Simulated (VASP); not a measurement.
Here is a VASP 6.6.1 calculation.

Contents of POSCAR:

```
Au4C
1.0
    2.9162060726      0.0000000000      0.0000000000
   -1.4581030363      2.5255085416      0.0000000000
    0.0000000000      0.0000000000     26.1432168628
Au C
4 1
Direct
    0.6666666667      0.3333333333      0.3251321383
    0.3333333333      0.6666666667      0.4162101529
    0.0000000000      0.0000000000      0.5076861656
    0.6666666667      0.3333333333      0.6018856855
    0.6666666667      0.3333333333      0.6763015944
```

Contents of INCAR.step1:

```
PREC = Accurate
ENCUT = 520
ISMEAR = 0
SIGMA = 0.1
LREAL = F
LASPH = T
NELM = 60
LDIPOL = T
IDIPOL = 3
DIPOL = 0.5 0.5 0.505
NBANDS = 32
GGA = PE
ALGO = Normal
EDIFF = 1E-4
LWAVE = T
LCHARG = F
```

The input INCAR.step2:

```
PREC = Accurate
ENCUT = 520
EDIFF = 1E-6
ISMEAR = 0
SIGMA = 0.1
LREAL = F
LASPH = T
NELM = 60
ALGO = Normal
ISIF = 2
LWAVE = F
LCHARG = F
LDIPOL = T
IDIPOL = 3
DIPOL = 0.5 0.5 0.505
METAGGA = R2SCAN
LMIXTAU = T
NBANDS = 32
ISTART = 1
```

File KPOINTS:

```
regular mesh
0
Gamma
  12 12 1
```

Potentials or basis: VASP PAW PBE potentials, release 64 (Au, C).

Launch:

```sh
$ cat potpaw_PBE.64/Au/POTCAR potpaw_PBE.64/C/POTCAR > POTCAR
$ cp INCAR.step1 INCAR
$ mpirun -np 1 vasp_std > vasp.out
$ cp INCAR.step2 INCAR
$ mpirun -np 1 vasp_std > vasp.out
```

(1) Predict the largest force.

(2) Estimate the band gap on the k mesh.

Answers

(1) 0.142 eV/Å.

(2) zero (bands 24 and 25 overlap by 3.10 eV).

Caveat: the PAW data sets were made with another functional, which shifts forces and pressure a little; spin-orbit coupling is left out, which moves the levels of the heavy elements.
